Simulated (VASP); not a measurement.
# LiH (Fm-3m) in VASP: single point with r2SCAN

Aim: the single point of LiH with r2SCAN.

Everything below comes from runs of VASP 6.6.1. Logs are shortened: lines on timing, memory, paths and dates and some standing lists are left out, and cuts for length are marked.

### 1 The cell of the first run

Symmetry: Fm-3m, No. 225, cubic system. Conventional cell: a = 3.838 Å, b = 3.838 Å, c = 3.838 Å, α = 90.00°, β = 90.00°, γ = 90.00°. Within 2.5 Å of Li (site symmetry m-3m) lie 6 H at 1.92 Å. Within 2.5 Å of H (site symmetry m-3m) lie 6 Li at 1.92 Å.

### 2 Single point, r2SCAN (7.06 Å³/atom)

POSCAR

```
LiH
1.0
    0.0000000000      1.9188040740      1.9188040740
    1.9188040740      0.0000000000      1.9188040740
    1.9188040740      1.9188040740      0.0000000000
Li H
1 1
Direct
    0.0000000000      0.0000000000      0.0000000000
    0.5000000000      0.5000000000      0.5000000000
```

INCAR.step1

```
ALGO = Normal ; EDIFF = 1E-5
ENCUT = 1350 ; GGA = PE
GGA_COMPAT = False ; ISMEAR = 0
LASPH = True ; LCHARG = False
LREAL = False ; LWAVE = True
NBANDS = 9 ; NELM = 120
PREC = Accurate ; SIGMA = 0.02
```

INCAR.step2

```
ALGO = Normal ; EDIFF = 1E-6
ENCUT = 1350 ; GGA_COMPAT = False
ISIF = 2 ; ISMEAR = 0
ISTART = 1 ; LASPH = True
LCHARG = False ; LMIXTAU = True
LREAL = False ; LWAVE = False
METAGGA = R2SCAN ; NBANDS = 9
NELM = 120 ; PREC = Accurate
SIGMA = 0.02
```

KPOINTS

```
k-points
0
Gamma
  10 10 10
```

Potentials or basis: VASP PAW PBE potentials, release 64 (Li_sv, H_h).

Launch:

```console
$ cat potpaw_PBE.64/Li_sv/POTCAR potpaw_PBE.64/H_h/POTCAR > POTCAR
$ cp INCAR.step1 INCAR
$ mpirun -np 1 vasp_std > vasp.out
$ cp INCAR.step2 INCAR
$ mpirun -np 1 vasp_std > vasp.out
```

OUTCAR:

```text
EDIFF = 1E-6
   ENCUT = 1350
   ISIF = 2
   ISMEAR = 0
   ISTART = 1
   LASPH = True
   LREAL = False
   METAGGA = R2SCAN
   NELM = 120
   PREC = Accurate

 ion  position               nearest neighbor table
   1  0.000  0.000  0.000-
   2  0.500  0.500  0.500-

  LATTYP: Found a face centered cubic cell.
 ALAT       =     3.8376081480

  Lattice vectors:

 A1 = (   0.0000000000,   1.9188040740,   1.9188040740)
 A2 = (   1.9188040740,   0.0000000000,   1.9188040740)
 A3 = (   1.9188040740,   1.9188040740,   0.0000000000)

Analysis of symmetry for initial positions (statically):
=====================================================================
 Subroutine PRICEL returns:
 Original cell was already a primitive cell.

 Routine SETGRP: Setting up the symmetry group for a
 face centered cubic supercell.

 Subroutine GETGRP returns: Found 48 space group operations
 (whereof 48 operations were pure point group operations)
 out of a pool of 48 trial point group operations.

The static configuration has the point symmetry O_h .

Analysis of symmetry for dynamics (positions and initial velocities):
=====================================================================
 Subroutine PRICEL returns:
 Original cell was already a primitive cell.

 Routine SETGRP: Setting up the symmetry group for a
 face centered cubic supercell.

 Subroutine GETGRP returns: Found 48 space group operations
 (whereof 48 operations were pure point group operations)
 out of a pool of 48 trial point group operations.

The dynamic configuration has the point symmetry O_h .

 Subroutine INISYM returns: Found 48 space group operations
 (whereof 48 operations are pure point group operations),
 and found     1 'primitive' translations

----------------------------------------------------------------------------------------

                                     Primitive cell

  volume of cell :      14.1293

  direct lattice vectors                    reciprocal lattice vectors
     0.000000000  1.918804074  1.918804074    -0.260578976  0.260578976  0.260578976
     1.918804074  0.000000000  1.918804074     0.260578976 -0.260578976  0.260578976
     1.918804074  1.918804074  0.000000000     0.260578976  0.260578976 -0.260578976

  length of vectors
     2.713598745  2.713598745  2.713598745     0.451336025  0.451336025  0.451336025

  position of ions in fractional coordinates (direct lattice)
     0.000000000  0.000000000  0.000000000
     0.500000000  0.500000000  0.500000000

  ion indices of the primitive-cell ions
   primitive index   ion index
                 1           1
                 2           2

----------------------------------------------------------------------------------------

 KPOINTS: k-points

Automatic generation of k-mesh.
 Grid dimensions read from file:
 generate k-points for:   10   10   10

 Generating k-lattice:

  Cartesian coordinates                     Fractional coordinates (reciprocal lattice)
    -0.026057898  0.026057898  0.026057898     0.100000000  0.000000000  0.000000000
     0.026057898 -0.026057898  0.026057898     0.000000000  0.100000000  0.000000000
     0.026057898  0.026057898 -0.026057898     0.000000000  0.000000000  0.100000000

  Length of vectors
     0.045133603  0.045133603  0.045133603

  Shift w.r.t. Gamma in fractional coordinates (k-lattice)
     0.000000000  0.000000000  0.000000000

 Subroutine IBZKPT returns following result:
 ===========================================

 Found     47 irreducible k-points:

 Following reciprocal coordinates:
            Coordinates               Weight
  0.000000  0.000000  0.000000      1.000000
  0.100000  0.000000  0.000000      8.000000
  0.200000  0.000000  0.000000      8.000000
  0.300000  0.000000  0.000000      8.000000
  0.400000  0.000000  0.000000      8.000000
  0.500000  0.000000  0.000000      4.000000
[... 16 lines left out ...]
  0.300000  0.300000  0.000000      6.000000
  0.400000  0.300000  0.000000     24.000000
 [... further k-points ...]
   k-points           NKPTS =     47   k-points in BZ     NKDIM =     47   number of bands    NBANDS=      9
   number of dos      NEDOS =    301   number of ions     NIONS =      2
   total plane-waves  NPLWV =  46656
   dimension x,y,z NGX =    36 NGY =   36 NGZ =   36
   dimension x,y,z NGXF=    72 NGYF=   72 NGZF=   72
   ions per type =               1   1
   NGX,Y,Z   is equivalent  to a cutoff of  22.06, 22.06, 22.06 a.u.
   NGXF,Y,Z  is equivalent  to a cutoff of  44.11, 44.11, 44.11 a.u.
 SYSTEM =  unknown system
   PREC   = accura    normal or accurate (medium, high low for compatibility)
   ISTART =      1    job   : 0-new  1-cont  2-samecut
   ICHARG =      0    charge: 1-file 2-atom 10-const
   ISPIN  =      1    spin polarized calculation?
   LNONCOLLINEAR =      F non collinear calculations
   LSORBIT =      F    spin-orbit coupling
   LASPH  =      T    aspherical Exc in radial PAW
   ENCUT  = 1350.0 eV  99.22 Ry    9.96 a.u.   8.13  8.13  8.13*2*pi/ulx,y,z
   NELM   =    120;   NELMIN=  2; NELMDL=  0     # of ELM steps
   EDIFF  = 0.1E-05   stopping-criterion for ELM
   LREAL  =      F    real-space projection
[... 7 lines left out ...]
   TEBEG  =    0.0;   TEEND  =   0.0 temperature during run
   PSTRESS=    0.0 pullay stress
   NELECT =       4.0000    total number of electrons
   NUPDOWN=      -1.0000    fix difference up-down
   EMIN   =  10.00;   EMAX   =-10.00  energy-range for DOS
   EFERMI =   0.00;   METHOD = LEGACY
   ISMEAR =     0;   SIGMA  =   0.02  broadening in eV -4-tet -1-fermi 0-gaus
   EFERMI_NEDOS =   21; number of points for ismear=-14 and -15
   IALGO  =     38    algorithm
   IMIX   =      4    mixing-type and parameters
     AMIX     =   0.40;   BMIX     =  1.00
     AMIX_MAG =   1.60;   BMIX_MAG =  1.00
  volume/ion in A,a.u.               =       7.06        47.67
  Fermi-wavevector in a.u.,A,eV,Ry     =   1.074948  2.031358 15.721717  1.155514
  Thomas-Fermi vector in A             =   2.210791
   LORBIT       =      0    0 simple, 1 ext, 2 COOP (PROOUT), +10 PAW based schemes
   METAGGA = R2SCAN    functional components
   LHFCALC =     F    Hartree Fock is set to
   AEXX    =    0.0000 exact exchange contribution
   IVDW    =     0    specifies the selected vdW correction
   LEPSILON=     F    determine dielectric tensor
   LRPA    =     F    only Hartree local field effects (RPA)
 non-spin polarized calculation
 Gauss-broadening in eV      SIGMA  =   0.02
  energy-cutoff  :     1350.00
  volume of cell :       14.13
 maximum number of plane-waves:      1639
 NGX is ok and might be reduce to    36
   NGX = 17   NGY = 17   NGZ = 17

 number of electron       4.0000000 magnetization

 Free energy of the ion-electron system (eV)
  ---------------------------------------------------
  ext. energy  EPLUGINS =         0.00000000
  ---------------------------------------------------
  free energy    TOTEN  =        -6.79107896 eV

  energy without entropy =       -6.79107896  energy(sigma->0) =       -6.79107896

 E-fermi :   0.7700     XC(G=0):  -9.2864

 val. band max:        0.4335862109   @ k =   0.5000   0.5000   0.0000
 cond. band min:       3.9279401732   @ k =   0.5000   0.5000   0.0000
 fundamental gap:      3.4943539622
 Fermi energy:         0.7700385513

 k-point     1 :       0.0000    0.0000    0.0000
  band No.  band energies     occupation
      1     -45.1165      2.00000
      2      -5.5579      2.00000
      3      19.8498      0.00000
      4      21.2410      0.00000
      5      21.2410      0.00000
      6      21.2410      0.00000
      7      25.9750      0.00000
      8      25.9750      0.00000
      9      25.9750      0.00000

 k-point     2 :       0.1000    0.0000    0.0000
  band No.  band energies     occupation
      1     -45.1095      2.00000
      2      -5.3691      2.00000
      3      17.6353      0.00000
      4      20.3572      0.00000
      5      20.7392      0.00000
      6      20.7392      0.00000
      7      25.7273      0.00000
      8      27.0543      0.00000
      9      27.0543      0.00000

 k-point     3 :       0.2000    0.0000    0.0000
  band No.  band energies     occupation
      1     -45.0911      2.00000
      2      -4.8172      2.00000
      3      13.6693      0.00000
      4      18.9457      0.00000
      5      19.9863      0.00000
      6      19.9863      0.00000
      7      26.8567      0.00000
      8      26.8567      0.00000
      9      26.8989      0.00000

 k-point     4 :       0.3000    0.0000    0.0000
  band No.  band energies     occupation
      1     -45.0684      2.00000
      2      -3.9701      2.00000
      3      10.0629      0.00000
      4      17.7020      0.00000
      5      19.5865      0.00000
      6      19.5865      0.00000
      7      24.3459      0.00000
      8      24.3459      0.00000
      9      28.7820      0.00000
[... 205 lines left out ...]
 k-point    22 :      -0.2000    0.2000    0.0000
  band No.  band energies     occupation
      1     -45.0609      2.00000
      2      -3.5952      2.00000
      3      11.3791      0.00000
      4      11.8043      0.00000
      5      19.3718      0.00000
      6      20.2527      0.00000
      7      25.0680      0.00000
      8      27.9768      0.00000
      9      29.3643      0.00000

 k-point    23 :       0.3000    0.3000    0.0000
  band No.  band energies     occupation
      1     -45.0536      2.00000
      2      -3.1313      2.00000
      3      10.3982      0.00000
      4      14.5061      0.00000
      5      14.5061      0.00000
      6      18.0468      0.00000
      7      21.4050      0.00000
      8      33.1727      0.00000
      9      36.2817      0.00000

 k-point    24 :       0.4000    0.3000    0.0000
  band No.  band energies     occupation
      1     -45.0394      2.00000
      2      -2.1507      2.00000
      3       8.1909      0.00000
      4      12.4953      0.00000
      5      13.9988      0.00000
      6      19.0834      0.00000
      7      21.4346      0.00000
      8      34.2933      0.00000
      9      34.8320      0.00000

 [... further k-points ...]

------------------------ aborting loop because EDIFF is reached ----------------------------------------

  FORCE on cell =-STRESS in cart. coord.  units (eV):
  Direction    XX          YY          ZZ          XY          YZ          ZX
  --------------------------------------------------------------------------------------
  -------------------------------------------------------------------------------------
  Total        0.4604904      0.4604904      0.4604904      0.0000000      0.0000000     -0.0000000
  in kB       52.2166873     52.2166873     52.2166873      0.0000000      0.0000000     -0.0000000
  external PRESSURE =      52.2166873 kB  Pullay stress =       0.0000000 kB

 VOLUME and BASIS-vectors are now :
 -----------------------------------------------------------------------------
  energy-cutoff  :     1350.00
  volume of cell :       14.13
      direct lattice vectors                 reciprocal lattice vectors
     0.000000000  1.918804074  1.918804074    -0.260578976  0.260578976  0.260578976
     1.918804074  0.000000000  1.918804074     0.260578976 -0.260578976  0.260578976
     1.918804074  1.918804074  0.000000000     0.260578976  0.260578976 -0.260578976

 POSITION                                       TOTAL-FORCE (eV/Angst)
 -----------------------------------------------------------------------------------
      0.00000      0.00000      0.00000         0.000000     -0.000000      0.000000
      1.91880      1.91880      1.91880        -0.000000      0.000000     -0.000000
 -----------------------------------------------------------------------------------
    total drift:                                0.000000      0.000000      0.000000

  FREE ENERGIE OF THE ION-ELECTRON SYSTEM (eV)
  ---------------------------------------------------
  free  energy   TOTEN  =        -6.7910789573 eV

  energy  without entropy=       -6.7910789573  energy(sigma->0) =       -6.79107896
```

Wall time 2.9 min (1 thread of Intel Xeon Platinum 8375C at 2.90GHz (Ice Lake), shared host); peak memory 0.21 GiB.

Results:

* Free energy: -6.7911 eV
* Pressure: 5.2 GPa
* Band gap on the k mesh: 3.49 eV

Caveat: the cell stands under pressure; the PAW data sets were made with another functional, which shifts forces and pressure a little. A k mesh can miss the band edges.
